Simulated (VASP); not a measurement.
# Pb (Fm-3m) in VASP: further runs

Pb is run at these levels: PBEsol; tasks: single point, relaxation of cell and atoms.

Everything below comes from runs of VASP 6.6.1. Logs are shortened: lines on timing, memory, paths and dates and some standing lists are left out, and cuts for length are marked.

### 1 The cell of the first run

The structure is cubic, space group Fm-3m (No. 225). Conventional cell: a = 4.990 Å, b = 4.990 Å, c = 4.990 Å, α = 90.00°, β = 90.00°, γ = 90.00°. Pb (site symmetry m-3m) has 12 Pb at 3.53 Å within 4.6 Å.

### 2 Single point, PBEsol

INCAR reads:

```
PREC = Accurate
ENCUT = 500
EDIFF = 1E-6
ISMEAR = 0
SIGMA = 0.1
LREAL = F
LASPH = T
NELM = 120
ALGO = Normal
ISIF = 2
LWAVE = F
LCHARG = F
GGA = PS
NBANDS = 13
GGA_COMPAT = F
```

KPOINTS reads:

```
regular mesh
0
Gamma
  6 6 6
```

POSCAR reads:

```
Pb
1.0
    0.0000000000      2.4947547435      2.4947547435
    2.4947547435      0.0000000000      2.4947547435
    2.4947547435      2.4947547435      0.0000000000
Pb
1
Direct
    0.0000000000      0.0000000000      0.0000000000
```

Potentials or basis: VASP PAW PBE potentials, release 64 (Pb_d).

Command:

```sh
$ cat potpaw_PBE.64/Pb_d/POTCAR > POTCAR
$ mpirun -np 1 vasp_std > vasp.out
```

OUTCAR:

```text
PREC = Accurate
   ENCUT = 500
   EDIFF = 1E-6
   ISMEAR = 0
   LREAL = F
   LASPH = T
   NELM = 120
   ISIF = 2
   GGA = PS

 ion  position               nearest neighbor table
   1  0.000  0.000  0.000-

  LATTYP: Found a face centered cubic cell.
 ALAT       =     4.9895094870

  Lattice vectors:

 A1 = (   0.0000000000,   2.4947547435,   2.4947547435)
 A2 = (   2.4947547435,   0.0000000000,   2.4947547435)
 A3 = (   2.4947547435,   2.4947547435,   0.0000000000)

Analysis of symmetry for initial positions (statically):
=====================================================================
 Subroutine PRICEL returns:
 Original cell was already a primitive cell.

 Routine SETGRP: Setting up the symmetry group for a
 face centered cubic supercell.

 Subroutine GETGRP returns: Found 48 space group operations
 (whereof 48 operations were pure point group operations)
 out of a pool of 48 trial point group operations.

The static configuration has the point symmetry O_h .

Analysis of symmetry for dynamics (positions and initial velocities):
=====================================================================
 Subroutine PRICEL returns:
 Original cell was already a primitive cell.

 Routine SETGRP: Setting up the symmetry group for a
 face centered cubic supercell.

 Subroutine GETGRP returns: Found 48 space group operations
 (whereof 48 operations were pure point group operations)
 out of a pool of 48 trial point group operations.

The dynamic configuration has the point symmetry O_h .

 Subroutine INISYM returns: Found 48 space group operations
 (whereof 48 operations are pure point group operations),
 and found     1 'primitive' translations

----------------------------------------------------------------------------------------

                                     Primitive cell

  volume of cell :      31.0537

  direct lattice vectors                    reciprocal lattice vectors
     0.000000000  2.494754744  2.494754744    -0.200420503  0.200420503  0.200420503
     2.494754744  0.000000000  2.494754744     0.200420503 -0.200420503  0.200420503
     2.494754744  2.494754744  0.000000000     0.200420503  0.200420503 -0.200420503

  length of vectors
     3.528115993  3.528115993  3.528115993     0.347138494  0.347138494  0.347138494

  position of ions in fractional coordinates (direct lattice)
     0.000000000  0.000000000  0.000000000

  ion indices of the primitive-cell ions
   primitive index   ion index
                 1           1

----------------------------------------------------------------------------------------

 KPOINTS: regular mesh

Automatic generation of k-mesh.
 Grid dimensions read from file:
 generate k-points for:    6    6    6

 Generating k-lattice:

  Cartesian coordinates                     Fractional coordinates (reciprocal lattice)
    -0.033403417  0.033403417  0.033403417     0.166666667  0.000000000  0.000000000
     0.033403417 -0.033403417  0.033403417     0.000000000  0.166666667  0.000000000
     0.033403417  0.033403417 -0.033403417     0.000000000  0.000000000  0.166666667

  Length of vectors
     0.057856416  0.057856416  0.057856416

  Shift w.r.t. Gamma in fractional coordinates (k-lattice)
     0.000000000  0.000000000  0.000000000

 Subroutine IBZKPT returns following result:
 ===========================================

 Found     16 irreducible k-points:

 Following reciprocal coordinates:
            Coordinates               Weight
  0.000000  0.000000  0.000000      1.000000
  0.166667  0.000000  0.000000      8.000000
  0.333333  0.000000  0.000000      8.000000
  0.500000  0.000000  0.000000      4.000000
  0.166667  0.166667  0.000000      6.000000
  0.333333  0.166667  0.000000     24.000000
[... 8 lines left out ...]
 -0.333333  0.333333  0.166667     24.000000
 -0.333333  0.500000  0.166667     12.000000
   k-points           NKPTS =     16   k-points in BZ     NKDIM =     16   number of bands    NBANDS=     13
   number of dos      NEDOS =    301   number of ions     NIONS =      1
   total plane-waves  NPLWV =  21952
   dimension x,y,z NGX =    28 NGY =   28 NGZ =   28
   dimension x,y,z NGXF=    56 NGYF=   56 NGZF=   56
   ions per type =               1
   NGX,Y,Z   is equivalent  to a cutoff of  13.19, 13.19, 13.19 a.u.
   NGXF,Y,Z  is equivalent  to a cutoff of  26.39, 26.39, 26.39 a.u.
 SYSTEM =  unknown system
   PREC   = accura    normal or accurate (medium, high low for compatibility)
   ISTART =      0    job   : 0-new  1-cont  2-samecut
   ICHARG =      2    charge: 1-file 2-atom 10-const
   ISPIN  =      1    spin polarized calculation?
   LNONCOLLINEAR =      F non collinear calculations
   LSORBIT =      F    spin-orbit coupling
   LASPH  =      T    aspherical Exc in radial PAW
   ENCUT  =  500.0 eV  36.75 Ry    6.06 a.u.   6.43  6.43  6.43*2*pi/ulx,y,z
   NELM   =    120;   NELMIN=  2; NELMDL= -5     # of ELM steps
   EDIFF  = 0.1E-05   stopping-criterion for ELM
   LREAL  =      F    real-space projection
   EDIFFG = 0.1E-04   stopping-criterion for IOM
   NSW    =      0    number of steps for IOM
   IBRION =     -1    ionic relax: 0-MD 1-quasi-New 2-CG
   NFREE  =      0    steps in history (QN), initial steepest desc. (CG)
   ISIF   =      2    stress and relaxation
   ISYM   =      2    0-nonsym 1-usesym 2-fastsym
   POTIM  = 0.5000    time-step for ionic-motion
   TEBEG  =    0.0;   TEEND  =   0.0 temperature during run
   PSTRESS=    0.0 pullay stress
   NELECT =      14.0000    total number of electrons
   NUPDOWN=      -1.0000    fix difference up-down
   EMIN   =  10.00;   EMAX   =-10.00  energy-range for DOS
   EFERMI =   0.00;   METHOD = LEGACY
   ISMEAR =     0;   SIGMA  =   0.10  broadening in eV -4-tet -1-fermi 0-gaus
   EFERMI_NEDOS =   21; number of points for ismear=-14 and -15
   IALGO  =     38    algorithm
   IMIX   =      4    mixing-type and parameters
     AMIX     =   0.40;   BMIX     =  1.00
     AMIX_MAG =   1.60;   BMIX_MAG =  1.00
  volume/ion in A,a.u.               =      31.05       209.56
  Fermi-wavevector in a.u.,A,eV,Ry     =   1.255297  2.372166 21.439643  1.575769
  Thomas-Fermi vector in A             =   2.389060
   LORBIT       =      0    0 simple, 1 ext, 2 COOP (PROOUT), +10 PAW based schemes
   GGA     = PS    functional components
   LHFCALC =     F    Hartree Fock is set to
   AEXX    =    0.0000 exact exchange contribution
   IVDW    =     0    specifies the selected vdW correction
   LEPSILON=     F    determine dielectric tensor
   LRPA    =     F    only Hartree local field effects (RPA)
 non-spin polarized calculation
 Gauss-broadening in eV      SIGMA  =   0.10
  energy-cutoff  :      500.00
  volume of cell :       31.05
 maximum number of plane-waves:       800
 NGX is ok and might be reduce to    28
   NGX = 13   NGY = 13   NGZ = 13

 number of electron      14.0000000 magnetization

 Free energy of the ion-electron system (eV)
  ---------------------------------------------------
  ext. energy  EPLUGINS =         0.00000000
  ---------------------------------------------------
  free energy    TOTEN  =        -3.89823709 eV

  energy without entropy =       -3.89150693  energy(sigma->0) =       -3.89487201

 E-fermi :   6.9438     XC(G=0): -10.2199

 val. band max:        6.8379691144   @ k =  -0.3333   0.3333   0.1667
 cond. band min:       7.0035347900   @ k =   0.3333   0.1667   0.0000
 fundamental gap:      0.1655656756
 Fermi energy:         6.9438386358

 k-point     1 :       0.0000    0.0000    0.0000
  band No.  band energies     occupation
      1     -10.1085      2.00000
      2     -10.1085      2.00000
      3     -10.1085      2.00000
      4      -9.9802      2.00000
      5      -9.9802      2.00000
      6      -4.7603      2.00000
      7      14.0714      0.00000
      8      14.0714      0.00000
      9      14.0714      0.00000
     10      16.5944      0.00000
     11      17.8613      0.00000
     12      19.1491      0.00000
     13      19.1491      0.00000

 k-point     2 :       0.1667    0.0000    0.0000
  band No.  band energies     occupation
      1     -10.1104      2.00000
      2     -10.0811      2.00000
      3     -10.0811      2.00000
      4      -9.9746      2.00000
      5      -9.9746      2.00000
      6      -4.2385      2.00000
      7      10.0430      0.00000
      8      13.5199      0.00000
      9      13.5199      0.00000
     10      15.9342      0.00000
     11      19.3309      0.00000
     12      19.7838      0.00000
     13      19.8041      0.00000

 k-point     3 :       0.3333    0.0000    0.0000
  band No.  band energies     occupation
      1     -10.1233      2.00000
      2     -10.0854      2.00000
      3     -10.0854      2.00000
      4      -9.9015      2.00000
      5      -9.9015      2.00000
      6      -2.7286      2.00000
      7       5.3189      2.00000
      8      12.6596      0.00000
      9      12.6596      0.00000
     10      15.6639      0.00000
     11      17.2839      0.00000
     12      18.4076      0.00000
     13      18.4076      0.00000

 k-point     4 :       0.5000    0.0000    0.0000
  band No.  band energies     occupation
      1     -10.1337      2.00000
      2     -10.1002      2.00000
      3     -10.1002      2.00000
      4      -9.8513      2.00000
      5      -9.8513      2.00000
      6      -1.2645      2.00000
      7       2.7397      2.00000
      8      12.2897      0.00000
      9      12.2897      0.00000
     10      16.0547      0.00000
     11      16.0984      0.00000
     12      17.8957      0.00000
     13      17.8957      0.00000

 k-point     5 :       0.1667    0.1667    0.0000
  band No.  band energies     occupation
      1     -10.1472      2.00000
      2     -10.0392      2.00000
      3     -10.0392      2.00000
      4     -10.0228      2.00000
      5      -9.9514      2.00000
      6      -4.0651      2.00000
      7      11.0922      0.00000
      8      12.0167      0.00000
      9      12.0167      0.00000
     10      15.1209      0.00000
     11      16.5354      0.00000
     12      21.8388      0.00000
     13      22.0082      0.00000
[... 129 lines left out ...]
 k-point    14 :       0.5000    0.3333    0.1667
  band No.  band energies     occupation
      1     -10.1353      2.00000
      2     -10.0941      2.00000
      3     -10.0008      2.00000
      4      -9.8978      2.00000
      5      -9.8865      2.00000
      6      -1.4926      2.00000
      7       5.7326      2.00000
      8       7.5870      0.00000
      9       9.8195      0.00000
     10      15.8911      0.00000
     11      16.9175      0.00000
     12      19.0106      0.00000
     13      23.7747      0.00000

 k-point    15 :      -0.3333    0.3333    0.1667
  band No.  band energies     occupation
      1     -10.1137      2.00000
      2     -10.0729      2.00000
      3      -9.9874      2.00000
      4      -9.9525      2.00000
      5      -9.8490      2.00000
      6      -0.3177      2.00000
      7       4.2890      2.00000
      8       6.8380      1.86566
      9       8.8355      0.00000
     10      16.1119      0.00000
     11      18.0214      0.00000
     12      20.8819      0.00000
     13      20.8920      0.00000

 k-point    16 :      -0.3333    0.5000    0.1667
  band No.  band energies     occupation
      1     -10.1588      2.00000
      2     -10.1248      2.00000
      3      -9.9373      2.00000
      4      -9.9123      2.00000
      5      -9.8174      2.00000
      6       0.1653      2.00000
      7       4.5083      2.00000
      8       6.7836      1.97654
      9       7.4266      0.00000
     10      15.4925      0.00000
     11      16.4234      0.00000
     12      21.5172      0.00000
     13      21.8053      0.00000

------------------------ aborting loop because EDIFF is reached ----------------------------------------

  FORCE on cell =-STRESS in cart. coord.  units (eV):
  Direction    XX          YY          ZZ          XY          YZ          ZX
  --------------------------------------------------------------------------------------
  -------------------------------------------------------------------------------------
  Total       -0.1438352     -0.1438352     -0.1438352     -0.0000000      0.0000000     -0.0000000
  in kB       -7.4209983     -7.4209983     -7.4209983     -0.0000000      0.0000000     -0.0000000
  external PRESSURE =      -7.4209983 kB  Pullay stress =       0.0000000 kB

 VOLUME and BASIS-vectors are now :
 -----------------------------------------------------------------------------
  energy-cutoff  :      500.00
  volume of cell :       31.05
      direct lattice vectors                 reciprocal lattice vectors
     0.000000000  2.494754744  2.494754744    -0.200420503  0.200420503  0.200420503
     2.494754744  0.000000000  2.494754744     0.200420503 -0.200420503  0.200420503
     2.494754744  2.494754744  0.000000000     0.200420503  0.200420503 -0.200420503

 POSITION                                       TOTAL-FORCE (eV/Angst)
 -----------------------------------------------------------------------------------
      0.00000      0.00000      0.00000         0.000000      0.000000      0.000000
 -----------------------------------------------------------------------------------
    total drift:                               -0.000000     -0.000000     -0.000000

  FREE ENERGIE OF THE ION-ELECTRON SYSTEM (eV)
  ---------------------------------------------------
  free  energy   TOTEN  =        -3.8982370941 eV

  energy  without entropy=       -3.8915069278  energy(sigma->0) =       -3.89487201
```

Run time: 6.7 s. Hardware: 1 thread of AMD EPYC 7R43 (Zen 3), shared host; peak memory 0.11 GiB.

What came out:

```yaml
Free_energy: -3.8982 eV
Pressure: -0.7 GPa
Band_gap_on_the_k_mesh: zero (band 7 reaches 14.07 eV, above the bottom of band 8 at 5.34 eV)
```

Caveat: the k points lie up to 0.36 Å⁻¹ apart; the PAW data sets were made with another functional, which shifts forces and pressure a little; spin-orbit coupling is left out, which moves the levels of the heavy elements.

### 3 Single point, PBEsol

This run uses another cell than the first one, of 30.03 Å³/atom, 0.967 times its volume.

INCAR reads:

```
SYSTEM = Pb
  PREC = Accurate
  ENCUT = 520
  EDIFF = 1E-6
  ISMEAR = 0
  SIGMA = 0.1
  LREAL = .FALSE.
  LASPH = .TRUE.
  NELM = 80
  ALGO = Fast
  ISIF = 2
  LWAVE = .FALSE.
  LCHARG = .FALSE.
  GGA = PS
  NBANDS = 13
```

KPOINTS reads:

```
regular mesh
0
G
  14 14 14
  0 0 0
```

POSCAR reads:

```
Pb
1.0
    0.0000000000      2.4671103909      2.4671103909
    2.4671103909      0.0000000000      2.4671103909
    2.4671103909      2.4671103909      0.0000000000
Pb
1
Direct
    0.0000000000      0.0000000000      0.0000000000
```

Potentials or basis: VASP PAW PBE potentials, release 64 (Pb_d).

Command:

```sh
$ cat potpaw_PBE.64/Pb_d/POTCAR > POTCAR
$ mpirun -np 1 vasp_std > vasp.out
```

Wall time 48 s (1 thread of Intel Xeon Platinum 8259CL at 2.50GHz (Skylake/Cascade Lake), shared host); peak memory 0.17 GiB.

It converged, with:

- Free energy: -4.0037 eV
- Pressure: 0.0 GPa
- Band gap on the k mesh: zero (band 7 reaches 14.70 eV, above the bottom of band 8 at 5.62 eV)

Levels at points of the mesh, in eV from the Fermi level:
```csv
k point,band 5,band 6,band 7,band 8,band 9,band 10
"(0.00, 0.00, 0.00)",-16.88,-11.87,7.45,7.45,7.45,9.74
"(0.50, 0.00, 0.00)",-16.74,-8.18,-4.30,5.59,5.59,9.20
"(0.50, 0.50, 0.00)",-16.71,-6.74,-3.36,2.02,2.02,5.36
```

Caveat: the PAW data sets were made with another functional, which shifts forces and pressure a little; spin-orbit coupling is left out, which moves the levels of the heavy elements.

### 4 Relaxation of cell and atoms, PBEsol

INCAR reads:

```
PREC = Accurate
ENCUT = 600
EDIFF = 1E-7
ISMEAR = 0
SIGMA = 0.1
LREAL = False
LASPH = True
NELM = 60
ALGO = Normal
ISIF = 3
LWAVE = False
LCHARG = False
GGA = PS
IBRION = 2
NSW = 100
EDIFFG = -0.005
```

KPOINTS reads:

```
regular mesh
0
Gamma
  14 14 14
```

POSCAR reads:

```
Pb
1.0
    0.0000000000      2.4947547435      2.4947547435
    2.4947547435      0.0000000000      2.4947547435
    2.4947547435      2.4947547435      0.0000000000
Pb
1
Direct
    0.0000000000      0.0000000000      0.0000000000
```

Command:

```sh
$ cat potpaw_PBE.64/Pb_d/POTCAR > POTCAR
$ mpirun -np 1 vasp_std > vasp.out
```

It took 68 s on 1 thread of Intel Xeon Platinum 8259CL at 2.50GHz (Skylake/Cascade Lake), shared host; peak memory 0.19 GiB.

Results (log left out):

- Free energy: -4.0039 eV
- Relaxed volume: 30.05 Å³/atom
- Relaxed cell: a = 3.490 Å, b = 3.490 Å, c = 3.490 Å, α = 60.00°, β = 60.00°, γ = 60.00°
- Space group after relaxing (to 0.05 Å): Fm-3m (No. 225)
- Energy gained by relaxing: 4.7 meV/atom
- Ionic steps: 3
- Pressure after relaxing: 0.0 GPa
- Band gap on the k mesh: zero (band 7 reaches 14.69 eV, above the bottom of band 8 at 5.61 eV)

Step by step:
```csv
step,energy change (eV),largest force (eV/Å),pressure (GPa),volume (Å³)
1,0.0000,0.0000,-1.46,31.05
2,-0.0044,0.0000,0.40,29.80
3,-0.0047,0.0000,0.00,30.05
```

Final structure:
```
Pb
1.0
     0.00000    2.46748    2.46748
     2.46748    0.00000    2.46748
     2.46748    2.46748    0.00000
Pb
1
Direct
  0.00000 0.00000 0.00000
```

Levels at points of the mesh, in eV from the Fermi level:
| k point | band 5 | band 6 | band 7 | band 8 | band 9 | band 10 |
| --- | --- | --- | --- | --- | --- | --- |
| (0.00, 0.00, 0.00) | -16.88 | -11.86 | 7.45 | 7.45 | 7.45 | 9.74 |
| (0.50, 0.00, 0.00) | -16.74 | -8.18 | -4.30 | 5.59 | 5.59 | 9.20 |
| (0.50, 0.50, 0.00) | -16.71 | -6.74 | -3.35 | 2.02 | 2.02 | 5.36 |

Caveat: the PAW data sets were made with another functional, which shifts forces and pressure a little; spin-orbit coupling is left out, which moves the levels of the heavy elements.

### 5 The runs side by side

```tsv
task	cell	k mesh	cutoff (eV)	gap on the mesh (eV)	pressure (GPa)
single point	a = 3.528 Å, angles 60.0°, 1 atom	6 × 6 × 6	500	none	-0.7
single point	a = 3.489 Å, angles 60.0°, 1 atom	14 × 14 × 14	520	none	0.0
relaxation of cell and atoms	relaxed from a = 3.528 Å, angles 60.0°, 1 atom	14 × 14 × 14	600	none	0.0
```

Alike in all rows: level PBEsol; potentials or basis VASP PAW PBE potentials, release 64 (Pb_d); no spin polarisation; smearing gaussian 0.1 eV.

Caveats: some runs use coarse meshes; the PAW data sets were made with another functional, which shifts forces and pressure a little; spin-orbit coupling is left out, which moves the levels of the heavy elements.

Absolute energies hang on the potentials; compare differences alone.
